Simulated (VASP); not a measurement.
# Bi (P6_3/mmc) in VASP: further runs

Runs on Bi. Level: PBE. Tasks: relaxation of cell and atoms, single point.

Everything below comes from runs of VASP 6.6.1. Logs are shortened: lines on timing, memory, paths and dates and some standing lists are left out, and cuts for length are marked.

### Step 1. The cell of the first run

It takes space group P6_3/mmc (No. 194, hexagonal). Conventional cell: a = 3.747 Å, b = 3.747 Å, c = 12.084 Å, α = 90.00°, β = 90.00°, γ = 120.00°. Within 4.9 Å of Bi (site symmetry -3m) lie 12 Bi at 3.72 to 3.75 Å. Within 4.9 Å of Bi (site symmetry -6m2) lie 12 Bi at 3.72 to 3.75 Å.

### Step 2. Relaxation of cell and atoms, PBE

Input file INCAR:

```
SYSTEM = Bi
PREC = Accurate
ENCUT = 600
EDIFF = 1E-6
ISMEAR = 0
SIGMA = 0.1
LREAL = .FALSE.
LASPH = .TRUE.
NELM = 60
ALGO = Normal
ISIF = 3
LWAVE = .FALSE.
LCHARG = .FALSE.
GGA = PE
IBRION = 2
NSW = 90
EDIFFG = -0.04
```

Input file KPOINTS:

```
Automatic mesh
0
G
  6 6 2
  0 0 0
```

Input file POSCAR:

```
Bi
1.0
    3.7467851482      0.0000000000      0.0000000000
   -1.8733925741      3.2448111209      0.0000000000
    0.0000000000      0.0000000000     12.0841216167
Bi
4
Direct
    0.0000000000      0.0000000000      0.0000000000
    0.0000000000      0.0000000000      0.5000000000
    0.3333333333      0.6666666667      0.7500000000
    0.6666666667      0.3333333333      0.2500000000
```

Potentials or basis: VASP PAW PBE potentials, release 64 (Bi_d).

Launch:

```sh
$ cat potpaw_PBE.64/Bi_d/POTCAR > POTCAR
$ mpirun -np 1 vasp_std > vasp.out
```

OUTCAR:

```text
SYSTEM = Bi
   PREC = Accurate
   ENCUT = 600
   EDIFF = 1E-6
   ISMEAR = 0
   LREAL = .FALSE.
   LASPH = .TRUE.
   NELM = 60
   ISIF = 3
   GGA = PE
   IBRION = 2
   NSW = 90
   EDIFFG = -0.04

 ion  position               nearest neighbor table
   1  0.000  0.000  0.000-   3 3.72   4 3.72   4 3.72   3 3.72   4 3.72   3 3.72
   2  0.000  0.000  0.500-   3 3.72   4 3.72   4 3.72   3 3.72   4 3.72   3 3.72
   3  0.333  0.667  0.750-   1 3.72   2 3.72   1 3.72   2 3.72   1 3.72   2 3.72
   4  0.667  0.333  0.250-   1 3.72   2 3.72   1 3.72   2 3.72   1 3.72   2 3.72

  LATTYP: Found a hexagonal cell.
 ALAT       =     3.7467851482
 C/A-ratio  =     3.2251973729

  Lattice vectors:

 A1 = (   3.7467851482,   0.0000000000,   0.0000000000)
 A2 = (  -1.8733925741,   3.2448111209,   0.0000000000)
 A3 = (   0.0000000000,   0.0000000000,  12.0841216167)

Analysis of symmetry for initial positions (statically):
=====================================================================
 Subroutine PRICEL returns:
 Original cell was already a primitive cell.

 Routine SETGRP: Setting up the symmetry group for a
 hexagonal supercell.

 Subroutine GETGRP returns: Found 24 space group operations
 (whereof 12 operations were pure point group operations)
 out of a pool of 24 trial point group operations.

The static configuration has the point symmetry D_3d.
 The point group associated with its full space group is D_6h.

Analysis of symmetry for dynamics (positions and initial velocities):
=====================================================================
 Subroutine PRICEL returns:
 Original cell was already a primitive cell.

 Routine SETGRP: Setting up the symmetry group for a
 hexagonal supercell.

 Subroutine GETGRP returns: Found 24 space group operations
 (whereof 12 operations were pure point group operations)
 out of a pool of 24 trial point group operations.

The dynamic configuration has the point symmetry D_3d.
 The point group associated with its full space group is D_6h.

 Subroutine INISYM returns: Found 24 space group operations
 (whereof 12 operations are pure point group operations),
 and found     1 'primitive' translations

----------------------------------------------------------------------------------------

                                     Primitive cell

  volume of cell :     146.9140

  direct lattice vectors                    reciprocal lattice vectors
     3.746785148  0.000000000  0.000000000     0.266895475  0.154092174  0.000000000
    -1.873392574  3.244811121  0.000000000     0.000000000  0.308184348  0.000000000
     0.000000000  0.000000000 12.084121617     0.000000000  0.000000000  0.082753222

  length of vectors
     3.746785148  3.746785148 12.084121617     0.308184348  0.308184348  0.082753222

  position of ions in fractional coordinates (direct lattice)
     0.000000000  0.000000000  0.000000000
     0.000000000  0.000000000  0.500000000
     0.333333333  0.666666667  0.750000000
     0.666666667  0.333333333  0.250000000

  ion indices of the primitive-cell ions
   primitive index   ion index
                 1           1
                 2           2
                 3           3
                 4           4

----------------------------------------------------------------------------------------

 KPOINTS: Automatic mesh

Automatic generation of k-mesh.
 Grid dimensions read from file:
 generate k-points for:    6    6    2

 Generating k-lattice:

  Cartesian coordinates                     Fractional coordinates (reciprocal lattice)
     0.044482579  0.025682029  0.000000000     0.166666667 -0.000000000  0.000000000
     0.000000000  0.051364058  0.000000000     0.000000000  0.166666667  0.000000000
     0.000000000  0.000000000  0.041376611     0.000000000  0.000000000  0.500000000

  Length of vectors
     0.051364058  0.051364058  0.041376611

  Shift w.r.t. Gamma in fractional coordinates (k-lattice)
     0.000000000  0.000000000  0.000000000

 Subroutine IBZKPT returns following result:
 ===========================================

 Found     14 irreducible k-points:

 Following reciprocal coordinates:
            Coordinates               Weight
  0.000000  0.000000  0.000000      1.000000
  0.166667 -0.000000  0.000000      6.000000
  0.333333 -0.000000  0.000000      6.000000
  0.500000 -0.000000  0.000000      3.000000
  0.166667  0.166667  0.000000      6.000000
  0.333333  0.166667  0.000000     12.000000
  0.333333  0.333333  0.000000      2.000000
  0.000000  0.000000  0.500000      1.000000
  0.166667 -0.000000  0.500000      6.000000
  0.333333 -0.000000  0.500000      6.000000
  0.500000 -0.000000  0.500000      3.000000
  0.166667  0.166667  0.500000      6.000000
  0.333333  0.166667  0.500000     12.000000
  0.333333  0.333333  0.500000      2.000000
   k-points           NKPTS =     14   k-points in BZ     NKDIM =     14   number of bands    NBANDS=     36
   number of dos      NEDOS =    301   number of ions     NIONS =      4
   total plane-waves  NPLWV =  88200
   dimension x,y,z NGX =    30 NGY =   30 NGZ =   98
   dimension x,y,z NGXF=    60 NGYF=   60 NGZF=  196
   ions per type =               4
   NGX,Y,Z   is equivalent  to a cutoff of  13.31, 13.31, 13.48 a.u.
   NGXF,Y,Z  is equivalent  to a cutoff of  26.62, 26.62, 26.96 a.u.
 SYSTEM =  Bi
   PREC   = accura    normal or accurate (medium, high low for compatibility)
   ISTART =      0    job   : 0-new  1-cont  2-samecut
   ICHARG =      2    charge: 1-file 2-atom 10-const
   ISPIN  =      1    spin polarized calculation?
   LNONCOLLINEAR =      F non collinear calculations
   LSORBIT =      F    spin-orbit coupling
   LASPH  =      T    aspherical Exc in radial PAW
   ENCUT  =  600.0 eV  44.10 Ry    6.64 a.u.   7.48  7.48 24.13*2*pi/ulx,y,z
   NELM   =     60;   NELMIN=  2; NELMDL= -5     # of ELM steps
   EDIFF  = 0.1E-05   stopping-criterion for ELM
   LREAL  =      F    real-space projection
   EDIFFG = -.4E-01   stopping-criterion for IOM
   NSW    =     90    number of steps for IOM
   IBRION =      2    ionic relax: 0-MD 1-quasi-New 2-CG
   NFREE  =      1    steps in history (QN), initial steepest desc. (CG)
   ISIF   =      3    stress and relaxation
   ISYM   =      2    0-nonsym 1-usesym 2-fastsym
   POTIM  = 0.5000    time-step for ionic-motion
   TEBEG  =    0.0;   TEEND  =   0.0 temperature during run
   PSTRESS=    0.0 pullay stress
   NELECT =      60.0000    total number of electrons
   NUPDOWN=      -1.0000    fix difference up-down
   EMIN   =  10.00;   EMAX   =-10.00  energy-range for DOS
   EFERMI =   0.00;   METHOD = LEGACY
   ISMEAR =     0;   SIGMA  =   0.10  broadening in eV -4-tet -1-fermi 0-gaus
   EFERMI_NEDOS =   21; number of points for ismear=-14 and -15
   IALGO  =     38    algorithm
   IMIX   =      4    mixing-type and parameters
     AMIX     =   0.40;   BMIX     =  1.00
     AMIX_MAG =   1.60;   BMIX_MAG =  1.00
  volume/ion in A,a.u.               =      36.73       247.86
  Fermi-wavevector in a.u.,A,eV,Ry     =   1.214612  2.295283 20.072426  1.475282
  Thomas-Fermi vector in A             =   2.350026
   LORBIT       =      0    0 simple, 1 ext, 2 COOP (PROOUT), +10 PAW based schemes
   GGA     = PE    functional components
   LHFCALC =     F    Hartree Fock is set to
   AEXX    =    0.0000 exact exchange contribution
   IVDW    =     0    specifies the selected vdW correction
   LEPSILON=     F    determine dielectric tensor
   LRPA    =     F    only Hartree local field effects (RPA)
 conjugate gradient relaxation of ions
 non-spin polarized calculation
 Gauss-broadening in eV      SIGMA  =   0.10
  energy-cutoff  :      600.00
  volume of cell :      146.91
 maximum number of plane-waves:      4939
 NGX is ok and might be reduce to    30
   NGX = 15   NGY = 15   NGZ = 49

--------------------------------------- Ionic step        1  -------------------------------------------

 number of electron      59.9999993 magnetization

 Free energy of the ion-electron system (eV)
  ---------------------------------------------------
  ext. energy  EPLUGINS =         0.00000000
  ---------------------------------------------------
  free energy    TOTEN  =       -14.66153544 eV

  energy without entropy =      -14.65643578  energy(sigma->0) =      -14.65898561

 E-fermi :   6.0511     XC(G=0):  -9.5310

 val. band max:        5.8269333934   @ k =   0.5000  -0.0000   0.5000
 cond. band min:       6.0520361111   @ k =   0.1667   0.1667   0.0000
 fundamental gap:      0.2251027177
 Fermi energy:         6.0511196536

 k-point     1 :       0.0000    0.0000    0.0000
  band No.  band energies     occupation
      1     -17.0173      2.00000
      2     -17.0173      2.00000
      3     -17.0151      2.00000
      4     -17.0151      2.00000
      5     -16.9902      2.00000
      6     -16.9896      2.00000
[... 671 lines left out ...]
 POSITION                                       TOTAL-FORCE (eV/Angst)
 -----------------------------------------------------------------------------------
      0.00000     -0.00000     11.74116        -0.000000      0.000000      0.000000
      0.00000     -0.00000      5.87058        -0.000000     -0.000000      0.000000
     -0.00000      2.02711      8.80587         0.000000      0.000000      0.000000
      1.75553      1.01356      2.93529        -0.000000     -0.000000     -0.000000
 -----------------------------------------------------------------------------------
    total drift:                                0.000000     -0.000000      0.000000

  FREE ENERGIE OF THE ION-ELECTRON SYSTEM (eV)
  ---------------------------------------------------
  free  energy   TOTEN  =       -15.1463316595 eV

  energy  without entropy=      -15.1416300347  energy(sigma->0) =      -15.14398085

--------------------------------------- Ionic step        5  -------------------------------------------

 number of electron      60.0000014 magnetization

 Free energy of the ion-electron system (eV)
  ---------------------------------------------------
  ext. energy  EPLUGINS =         0.00000000
  ---------------------------------------------------
  free energy    TOTEN  =       -15.14656731 eV

  energy without entropy =      -15.14186569  energy(sigma->0) =      -15.14421650

 E-fermi :   7.8827     XC(G=0): -10.2633

 val. band max:        7.8827373670   @ k =   0.1667   0.1667   0.0000
 cond. band min:       8.2577427504   @ k =   0.3333   0.1667   0.5000
 fundamental gap:      0.3750053834
 Fermi energy:         7.8827373918

 k-point     1 :       0.0000    0.0000    0.0000
  band No.  band energies     occupation
      1     -15.2461      2.00000
      2     -15.2461      2.00000
      3     -15.2422      2.00000
      4     -15.2422      2.00000
      5     -15.2301      2.00000
      6     -15.2284      2.00000
[... 557 lines left out ...]
 POSITION                                       TOTAL-FORCE (eV/Angst)
 -----------------------------------------------------------------------------------
     -1.75369      3.03747      0.00000        -0.000000      0.000000      0.000000
     -1.75369      3.03747      5.88308        -0.000000      0.000000      0.000000
     -0.00000      2.02498      8.82462         0.000000     -0.000000     -0.000000
      1.75369      1.01249      2.94154        -0.000000      0.000000      0.000000
 -----------------------------------------------------------------------------------
    total drift:                                0.000000     -0.000000      0.000000

  FREE ENERGIE OF THE ION-ELECTRON SYSTEM (eV)
  ---------------------------------------------------
  free  energy   TOTEN  =       -15.1465673129 eV

  energy  without entropy=      -15.1418656947  energy(sigma->0) =      -15.14421650

 reached required accuracy - stopping structural energy minimisation
```

It took 2.7 min on 1 thread of Intel Xeon 6975P-C (Granite Rapids), shared host; peak memory 0.32 GiB.

Results:

```yaml
Free_energy: -15.1466 eV
Relaxed_volume: 31.34 Å³/atom
Relaxed_cell: a = 3.507 Å, b = 3.507 Å, c = 11.766 Å, α = 90.00°, β = 90.00°, γ = 120.00°
Space_group_after_relaxing_to_0.05_Å: P6_3/mmc (No. 194)
Energy_gained_by_relaxing: 121.3 meV/atom
Ionic_steps: 5
Pressure_after_relaxing: 0.1 GPa
Band_gap_on_the_k_mesh: zero (band 30 reaches 12.13 eV, above the bottom of band 31 at 5.71 eV)
```

The path:
```
step  energy change (eV)  largest force (eV/Å)  pressure (GPa)  volume (Å³)
   1              0.0000                0.0000           -5.91       146.91
   2             -0.4298                0.0000            2.84       119.93
   3             -0.4734                0.0000            0.16       125.31
   4             -0.4848                0.0000            0.11       125.35
   5             -0.4850                0.0000            0.11       125.35
```

Final structure:
```
Bi
1.0
     3.50737    0.00000    0.00000
    -1.75369    3.03747    0.00000
     0.00000    0.00000   11.76616
Bi
4
Direct
  0.00000 0.00000 0.00000
  0.00000 0.00000 0.50000
  0.33333 0.66667 0.75000
  0.66667 0.33333 0.25000
```

Caveat: spin-orbit coupling is left out, which moves the levels of the heavy elements.

### Step 3. Single point, PBE

This run uses another cell than the first one, of 31.69 Å³/atom, 0.863 times its volume.

Input file INCAR:

```
ALGO     = Fast           # electronic algorithm
EDIFF    = 1E-6           # SCF threshold, eV
ENCUT    = 520            # plane-wave cutoff, eV
GGA      = PE             # functional
ISIF     = 2              # what is computed and relaxed
ISMEAR   = 0              # smearing method
LASPH    = T              # aspherical terms in the spheres
LCHARG   = F              # write CHGCAR
LREAL    = F              # projectors in reciprocal space
LWAVE    = F              # write WAVECAR
NBANDS   = 38             # bands
NELM     = 80             # most SCF steps
PREC     = Accurate       # precision mode
SIGMA    = 0.1            # smearing width, eV
```

Input file KPOINTS:

```
k-points
0
Gamma
  15 15 4
```

Input file POSCAR:

```
Bi
1.0
    3.5237370427      0.0000000000      0.0000000000
   -1.7618685214      3.0516457952      0.0000000000
    0.0000000000      0.0000000000     11.7889071864
Bi
4
Direct
    0.0000000000      0.0000000000      0.0000000000
    0.0000000000      0.0000000000      0.5000000000
    0.3333333333      0.6666666667      0.7500000000
    0.6666666667      0.3333333333      0.2500000000
```

Potentials or basis: VASP PAW PBE potentials, release 64 (Bi_d).

Launch:

```sh
$ cat potpaw_PBE.64/Bi_d/POTCAR > POTCAR
$ mpirun -np 1 vasp_std > vasp.out
```

Run time: 3.2 min. Hardware: 1 thread of Intel Xeon 6975P-C (Granite Rapids), shared host; peak memory 0.42 GiB.

The run converged. Its results:

```yaml
Free_energy: -14.9317 eV
Pressure: -0.1 GPa
Band_gap_on_the_k_mesh: zero (band 30 reaches 11.94 eV, above the bottom of band 31 at 5.59 eV)
```

Levels at points of the mesh, in eV from the Fermi level:
| k point | band 26 | band 27 | band 28 | band 29 | band 30 | band 31 | band 32 | band 33 | band 34 | band 35 |
| --- | --- | --- | --- | --- | --- | --- | --- | --- | --- | --- |
| (0.00, 0.00, 0.00) | -1.34 | -1.33 | 3.49 | 3.49 | 4.14 | 4.14 | 4.14 | 4.14 | 4.51 | 4.92 |
| (0.00, 0.00, 0.50) | -4.05 | 2.04 | 2.04 | 3.67 | 3.67 | 3.67 | 3.67 | 4.67 | 4.67 | 4.67 |

Caveat: spin-orbit coupling is left out, which moves the levels of the heavy elements.
